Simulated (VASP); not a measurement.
LiHg2:

```
Li Hg
1.0
     0.00000    3.97494    3.97494
     3.97494    0.00000    3.97494
     3.97494    3.97494    0.00000
Li Hg
2 4
Cartesian
  0.0000 0.0000 0.0000
  1.9875 1.9875 1.9875
  4.9687 4.9687 4.9687
  4.9687 2.9812 2.9812
  2.9812 2.9812 4.9687
  2.9812 4.9687 2.9812
```

| Quantity | Value |
| --- | --- |
| Program | VASP 6.6.1 |
| Task | relaxation of cell and atoms |
| Functional | PBE |
| Potentials or basis | VASP PAW PBE potentials, release 64 (Li_sv, Hg) |
| Cutoff | 600 eV |
| k mesh | 4 × 4 × 4 |
| Occupations | gaussian, width 0.1 eV |
| Spin | no spin polarisation |

At the start: pressure 8.5 GPa; volume 20.93 Å³/atom.

**Question.** Where does the relaxation end?

**Answer.** Over 4 steps the energy falls by 86.3 meV/atom and the volume is 25.05 Å³/atom (+19.6 %); space group Fd-3m (No. 227, to 0.05 Å).

The path:
```
step  energy change (eV)  largest force (eV/Å)  pressure (GPa)  volume (Å³)
   1              0.0000                0.0000            8.54       125.61
   2             -0.5113                0.0000            0.68       147.02
   3             -0.5121                0.0000           -0.58       153.20
   4             -0.5177                0.0000           -0.02       150.27
```

Final structure:
```
Li Hg
1.0
     0.00000    4.21972    4.21972
     4.21972    0.00000    4.21972
     4.21972    4.21972    0.00000
Li Hg
2 4
Direct
  0.00000 0.00000 0.00000
  0.25000 0.25000 0.25000
  0.62500 0.62500 0.62500
  0.12500 0.62500 0.62500
  0.62500 0.62500 0.12500
  0.62500 0.12500 0.62500
```

Caveat: the cutoff is under 1.25 times the usual one of these potentials, so pressure, stress and relaxed cells hold a basis-set (Pulay) error; the volume moved by over 15 % at a fixed basis, so the end points are rough.
